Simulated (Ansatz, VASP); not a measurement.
## C: VASP beside Ansatz

```
CELL_PARAMETERS angstrom
0.00000 1.78012 1.78012
1.78012 0.00000 1.78012
1.78012 1.78012 0.00000
ATOMIC_POSITIONS crystal
C 0.00000 0.00000 0.00000
C 0.25000 0.25000 0.25000
```

Alike in both runs: task single point; functional HSE06; k mesh 6 × 6 × 6; no spin polarisation.

|  | VASP | Ansatz |
| --- | --- | --- |
| version | VASP 6.6.1 | Ansatz 0.2.0 |
| potentials or method | VASP PAW PBE potentials, release 64 (C) | plane waves, PAW |
| plane-wave cutoff (eV) | 520 | 420 |
| occupations | gaussian, width 0.01 eV | fixed |
| valence electrons in the cell | 8 | 8 |

```csv
,VASP,Ansatz,Ansatz less VASP
gap on the k mesh at the Fermi level (eV),5.33,5.34,+0.008
pressure (GPa),-4.8,-5.7,-0.94
```

Ansatz's warnings: stress exchange threshold loose, stress scf threshold loose.

The k mesh is coarse, so the values compare programs but aren't converged.
